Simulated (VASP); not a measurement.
Write the native input for VASP 6.6.1 that does the following.

- Task: single point
- Functional: PBE
- Potentials or basis: VASP PAW PBE potentials, release 64 (Nb_sv, Ga_d, Se)
- Cutoff: 520 eV
- k mesh: 8 × 8 × 8
- Occupations: gaussian, width 0.1 eV
- Spin: no spin polarisation
- Dipole correction: no
- Further INCAR settings: ALGO = Normal; EDIFF = 1e-06; NBANDS = 30

The structure of NbGaSe3 lies in POSCAR:

```
NbGaSe3
1.0
    5.0792878980      0.0000000000      0.0000000000
    0.0000000000      5.0792878980      0.0000000000
    0.0000000000      0.0000000000      5.0792878980
Nb Ga Se
1 1 3
Direct
    0.5000000000      0.5000000000      0.5000000000
    0.0000000000      0.0000000000      0.0000000000
    0.5000000000      0.5000000000      0.0000000000
    0.0000000000      0.5000000000      0.5000000000
    0.5000000000      0.0000000000      0.5000000000
```

The cell was generated, and may not be a known phase.

One way to write it, as run:

INCAR

```
SYSTEM = NbGaSe3
PREC = Accurate
ENCUT = 520
EDIFF = 1E-6
ISMEAR = 0
SIGMA = 0.1
LREAL = .False.
LASPH = .True.
NELM = 60
ALGO = Normal
ISIF = 2
LWAVE = .False.
LCHARG = .False.
GGA = PE
NBANDS = 30
```

KPOINTS

```
regular mesh
0
Gamma
  8 8 8
  0 0 0
```

Potentials or basis: VASP PAW PBE potentials, release 64 (Nb_sv, Ga_d, Se).

Launch:

```bash
$ cat potpaw_PBE.64/Nb_sv/POTCAR potpaw_PBE.64/Ga_d/POTCAR potpaw_PBE.64/Se/POTCAR > POTCAR
$ mpirun -np 1 vasp_std > vasp.out
```

It gave:

| Item | Value |
| --- | --- |
| Pressure | 0.0 GPa |
| Band gap on the k mesh | zero (bands 22 and 23 overlap by 1.03 eV) |

Wall time 79 s on 1 thread of Intel(R) Xeon(R) Platinum 8559C (Emerald Rapids) (shared host), peak memory 0.32 GiB.
